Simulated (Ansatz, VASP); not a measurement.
**HfC in VASP and in Ansatz**

```
Hf C
1.0
     0.00000    2.32500    2.32500
     2.32500    0.00000    2.32500
     2.32500    2.32500    0.00000
Hf C
1 1
Direct
  0.50000 0.50000 0.50000
  0.00000 0.00000 0.00000
```

Alike in both runs: task single point; functional PBE; k mesh 15 × 15 × 15; occupations fermi-dirac, width 0.05 eV; no spin polarisation.

|  | VASP | Ansatz |
| --- | --- | --- |
| version | VASP 6.6.1 | Ansatz 0.2.0 |
| potentials or method | VASP PAW PBE potentials, release 64 (Hf_pv, C), cutoff 520 eV | all-electron LAPW, scalar-relativistic |

Ansatz gave:

* gap on the k mesh at the Fermi level (eV): none
* pressure (GPa): 0.3

Estimate VASP's values.

gap on the k mesh at the Fermi level (eV): none; pressure (GPa): -0.4.

A gap of «none» marks a metal or a gap that the smearing closes. Ansatz ran all-electron here, and VASP with PAW potentials.

Neither program's run includes spin-orbit coupling.
